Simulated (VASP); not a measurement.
Wanted: the native input for a VASP 6.6.1 run.

```yaml
Task: single point
Functional: PBE
Dispersion: D3(BJ)
Potentials_or_basis: VASP PAW PBE potentials, release 64 (C)
Cutoff: 520 eV
k_mesh: 7 × 11 × 3
Occupations: gaussian, width 0.05 eV
Spin: no spin polarisation
Dipole_correction: no
Further_INCAR_settings: ALGO = Normal; EDIFF = 1e-06; NBANDS = 31
```

The structure of C lies in POSCAR:

```
C
1.0
    0.0000000000      1.4231666446     -3.3613878322
   -2.4649969361      0.0000000000      0.0000000000
    3.4920789928     11.1997580298      0.5530329631
C
10
Direct
   -0.1666822710      0.7461143994      0.8090219290
    0.7104480200      0.6881279369      0.0622079555
    0.7411654473      0.4526245526      0.2489114489
   -0.2281171255      1.2171211682      0.4356149422
   -0.1973996983      0.9816177838      0.6223184356
    0.7202694072      0.2763686787      0.1244955379
   -0.2490131656      1.0408652943      0.3111990313
   -0.2182957383      0.8053619099      0.4979025246
   -0.1875783111      1.5698585255      0.6846060180
   -0.1568608838      1.3343551411      0.8713095114
```

The input as run:

INCAR

```
SYSTEM = C
  ALGO = Normal
  EDIFF = 1E-6
  ENCUT = 520
  GGA = PE
  ISIF = 2
  ISMEAR = 0
  IVDW = 12
  LASPH = .TRUE.
  LCHARG = .FALSE.
  LREAL = .FALSE.
  LWAVE = .FALSE.
  NBANDS = 31
  NELM = 80
  PREC = Accurate
  SIGMA = 0.05
```

KPOINTS

```
k-points
0
G
  7 11 3
  0 0 0
```

Potentials or basis: VASP PAW PBE potentials, release 64 (C).

The run is started by

```bash
$ cat potpaw_PBE.64/C/POTCAR > POTCAR
$ mpirun -np 1 vasp_std > vasp.out
```

Results of the run:

```
Pressure                   : -6.9 GPa
Largest force              : 3.474 eV/Å
Dispersion energy per atom : -0.150 eV
```

Caveat: the cell stands under tension; forces of over 1 eV/Å act on the atoms, so gaps and moduli don't describe the material at rest.

Run time: 2.4 min on 1 thread of AMD EPYC 9R45 96-Core Processor (Zen 5), on a shared host, peak memory 0.32 GiB.
